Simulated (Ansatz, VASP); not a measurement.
**SiC: VASP beside Ansatz**

File POSCAR:

```
SiC
1.0
    3.0751950059      0.0000000000      0.0000000000
   -1.5375975029      2.6631969967      0.0000000000
    0.0000000000      0.0000000000      5.0481668544
Si C
2 2
Direct
    0.3333333333      0.6666666667      0.0046028828
    0.6666666667      0.3333333333      0.5046028828
    0.4041450312      0.7020725156      0.3672042855
    0.6666666667      0.3333333333      0.8803971172
```

The input INCAR.step1:

```
ALGO = Normal ; EDIFF = 1E-4
ENCUT = 520 ; GGA = PE
ISMEAR = 0 ; LASPH = T
LCHARG = F ; LREAL = F
LWAVE = T ; NBANDS = 16
NELM = 60 ; PREC = Accurate
SIGMA = 0.05
```

File INCAR.step2:

```
ALGO = Normal ; EDIFF = 1E-6
ENCUT = 520 ; ISIF = 2
ISMEAR = 0 ; ISTART = 1
LASPH = T ; LCHARG = F
LMIXTAU = T ; LREAL = F
LWAVE = F ; METAGGA = R2SCAN
NBANDS = 16 ; NELM = 60
PREC = Accurate ; SIGMA = 0.05
```

File KPOINTS:

```
k-points
0
Gamma
  12 12 6
```

Input for Ansatz:

```yaml
crystal:
  lattice:
    - [3.0751950059, 0.0, 0.0]
    - [-1.5375975029, 2.6631969967, 0.0]
    - [0.0, 0.0, 5.0481668544]
  atoms:
    - { symbol: Si, position: [0.3333333333, 0.6666666667, 0.0046028828] }
    - { symbol: Si, position: [0.6666666667, 0.3333333333, 0.5046028828] }
    - { symbol: C, position: [0.4041450312, 0.7020725156, 0.3672042855] }
    - { symbol: C, position: [0.6666666667, 0.3333333333, 0.8803971172] }
basis:
  ecutwfc: 500
kpoints:
  mp_grid: { grid: [12, 12, 6] }
hamiltonian:
  xc: r2scan
scf:
  occupations: { method: gaussian, width: 0.05 }
output:
  forces: true
  stress: true
  eigenvalues: true
```

Alike in both runs: task single point; functional r2SCAN; k mesh 12 × 12 × 6; occupations gaussian, width 0.05 eV; no spin polarisation.

```csv
,VASP,Ansatz
version,VASP 6.6.1,Ansatz 0.2.0
potentials or method,"VASP PAW PBE potentials, release 64 (Si, C), cutoff 520 eV","scalar-relativistic, plane waves, PAW"
valence electrons in the cell,16,16
```

|  | VASP | Ansatz | Ansatz less VASP |
| --- | --- | --- | --- |
| gap on the k mesh at the Fermi level (eV) | 1.96 | 1.96 | -0.005 |
| least direct gap on the mesh (eV) | 4.29 | 4.28 | -0.007 |
| pressure (GPa) | 1.8 | 2.0 | +0.20 |
| traceless stress, the component that is largest in VASP (GPa) | -3.93 | -3.93 | +0.001 |
| rms of the force components (eV/Å) | 1.016 | 1.016 | +0.0005 |

VASP's potentials were made for PBE, not for r2SCAN. Atom by atom the forces differ by 0.002 eV/Å (rms over components). With one functional, cell and mesh, what is left measures potentials, basis and numerics.
